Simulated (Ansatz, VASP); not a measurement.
# Be in VASP and in Ansatz

```
Be
1.0
     0.00000    1.57356    1.57356
     1.57356    0.00000    1.57356
     1.57356    1.57356    0.00000
Be
1
Direct
  0.00000 0.00000 0.00000
```

Alike in both runs: functional PBEsol; k mesh 23 × 23 × 23; occupations fermi-dirac, width 0.05 eV; no spin polarisation.

Ansatz relaxed the structure, and its values are those at the end. VASP's run is a single point on that final structure, the one shown.

|  | VASP | Ansatz |
| --- | --- | --- |
| version | VASP 6.6.1 | Ansatz 0.2.0 |
| potentials or method | VASP PAW PBE potentials, release 64 (Be) | PAW with Ansatz's default frozen-core files, scalar-relativistic |
| plane-wave cutoff (eV) | 520 | 420 |
| valence electrons in the cell | 2 | 2 |

|  | VASP | Ansatz | Ansatz less VASP |
| --- | --- | --- | --- |
| pressure (GPa) | 0.4 | 0.0 | -0.37 |

VASP's potentials were made for PBE, not for PBEsol.
